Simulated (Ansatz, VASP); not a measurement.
Li2ClF: VASP beside Ansatz

The input INCAR:

```
SYSTEM = Li2ClF
  PREC = Accurate
  ENCUT = 520
  EDIFF = 1E-7
  ISMEAR = 0
  SIGMA = 0.01
  LREAL = .FALSE.
  LASPH = .TRUE.
  NELM = 100
  ALGO = Normal
  ISIF = 2
  LWAVE = .FALSE.
  LCHARG = .TRUE.
  GGA = PS
  LELF = .TRUE.
  LVHAR = .TRUE.
  NBANDS = 18
```

Contents of KPOINTS:

```
Automatic mesh
0
G
  4 4 4
  0 0 0
```

POSCAR

```
Li2ClF
1.0
    3.3431460411      0.0000000000      0.0000000000
    0.0000000000      3.3431460411      0.0000000000
    0.0000000000      0.0000000000      4.6012771398
F Li Cl
1 2 1
Direct
    0.0000000000      0.0000000000      0.0000000000
    0.0000000000      0.0000000000      0.5000000000
    0.5000000000      0.5000000000      0.0000000000
    0.5000000000      0.5000000000      0.5000000000
```

Input for Ansatz:

```yaml
crystal:
  lattice:
    - [3.3431460411, 0.0, 0.0]
    - [0.0, 3.3431460411, 0.0]
    - [0.0, 0.0, 4.6012771398]
  atoms:
    - { symbol: F, position: [0.0, 0.0, 0.0] }
    - { symbol: Li, position: [0.0, 0.0, 0.5] }
    - { symbol: Cl, position: [0.5, 0.5, 0.5] }
    - { symbol: Li, position: [0.5, 0.5, 0.0] }
kpoints:
  mp_grid: { grid: [4, 4, 4] }
hamiltonian:
  xc: pbesol
scf:
  occupations: { method: fixed }
output:
  optics:
    e_range: [2, 15]
    de: 0.1
    sigma: 0.15
    scissors: 2.5
    scheme: fermi_dirac
    bands: { spectra_wanted_up_to: 15 }
```

Alike in both runs: task single point; functional PBEsol; k mesh 4 × 4 × 4; no spin polarisation.

|  | VASP | Ansatz |
| --- | --- | --- |
| version | VASP 6.6.1 | Ansatz 0.2.0 |
| potentials or method | VASP PAW PBE potentials, release 64 (F, Li_sv, Cl) | plane waves, PAW |
| plane-wave cutoff (eV) | 520 | 420 |
| occupations | gaussian, width 0.01 eV | fixed |
| valence electrons in the cell | 20 | 20 |

|  | VASP | Ansatz | Ansatz less VASP |
| --- | --- | --- | --- |
| gap on the k mesh at the Fermi level (eV) | 6.41 | 6.40 | -0.012 |

VASP's potentials were made for PBE, not for PBEsol.

The k mesh is coarse, so the values compare programs but aren't converged. Noted on VASP's run: the cutoff is short for stress, so the pressure is rough.
